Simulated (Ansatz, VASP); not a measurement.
# Bi2Te: VASP beside Ansatz

Contents of INCAR:

```
PREC     = Accurate       # precision mode
ENCUT    = 520            # plane-wave cutoff, eV
EDIFF    = 1E-6           # SCF threshold, eV
ISMEAR   = 0              # smearing method
SIGMA    = 0.1            # smearing width, eV
LREAL    = F              # projectors in reciprocal space
LASPH    = T              # aspherical terms in the spheres
NELM     = 80             # most SCF steps
ALGO     = Fast           # electronic algorithm
ISIF     = 2              # what is computed and relaxed
LWAVE    = F              # write WAVECAR
LCHARG   = F              # write CHGCAR
GGA      = PE             # functional
NBANDS   = 45             # bands
```

KPOINTS

```
Automatic mesh
0
Gamma
  4 4 4
```

File POSCAR:

```
Bi2Te
1.0
    5.2725254585      0.0000000000      0.0000000000
    0.0000000000      5.2725254585      0.0000000000
    0.0000000000      0.0000000000      7.5904074688
Bi Te
4 2
Direct
    0.0000000000      0.5000000000      0.2030000000
    0.0000000000      0.5000000000      0.7030000000
    0.5000000000      0.0000000000      0.2970000000
    0.5000000000      0.0000000000      0.7970000000
    0.0000000000      0.0000000000      0.0000000000
    0.5000000000      0.5000000000      0.5000000000
```

Input for Ansatz:

```yaml
crystal:
  lattice:
    - [5.2725254585, 0.0, 0.0]
    - [0.0, 5.2725254585, 0.0]
    - [0.0, 0.0, 7.5904074688]
  atoms:
    - { symbol: Bi, position: [0.0, 0.5, 0.203] }
    - { symbol: Bi, position: [0.0, 0.5, 0.703] }
    - { symbol: Bi, position: [0.5, 0.0, 0.297] }
    - { symbol: Bi, position: [0.5, 0.0, 0.797] }
    - { symbol: Te, position: [0.0, 0.0, 0.0] }
    - { symbol: Te, position: [0.5, 0.5, 0.5] }
basis:
  ecutwfc: 420
kpoints:
  mp_grid: { grid: [4, 4, 4] }
hamiltonian:
  xc: pbe
scf:
  occupations: { method: gaussian, width: 0.1 }
  lower_state_search: "off"
output:
  forces: true
  stress: true
  eigenvalues: true
```

Alike in both runs: task single point; functional PBE; k mesh 4 × 4 × 4; occupations gaussian, width 0.1 eV; no spin polarisation.

```csv
,VASP,Ansatz
version,VASP 6.6.1,Ansatz 0.2.0
potentials or method,"VASP PAW PBE potentials, release 64 (Bi_d, Te), cutoff 520 eV","scalar-relativistic, plane waves, PAW"
valence electrons in the cell,72,92
```

```tsv
	VASP	Ansatz	Ansatz less VASP
gap on the k mesh at the Fermi level (eV)	none	none	-
pressure (GPa)	2.2	2.3	+0.05
traceless stress, the component that is largest in VASP (GPa)	-0.13	-0.12	+0.003
rms of the force components (eV/Å)	0.148	0.148	+0.0001
```

Atom by atom the forces differ by 0.000 eV/Å (rms over components). A gap of «none» marks a metal or a gap that the smearing closes. The functional is the same, so the differences come from potentials, cutoffs and numerics. VASP's potentials hold 72 valence electrons a cell and Ansatz's 92, so a difference there can come from the potentials and not from the codes.

Spin-orbit coupling is off throughout.
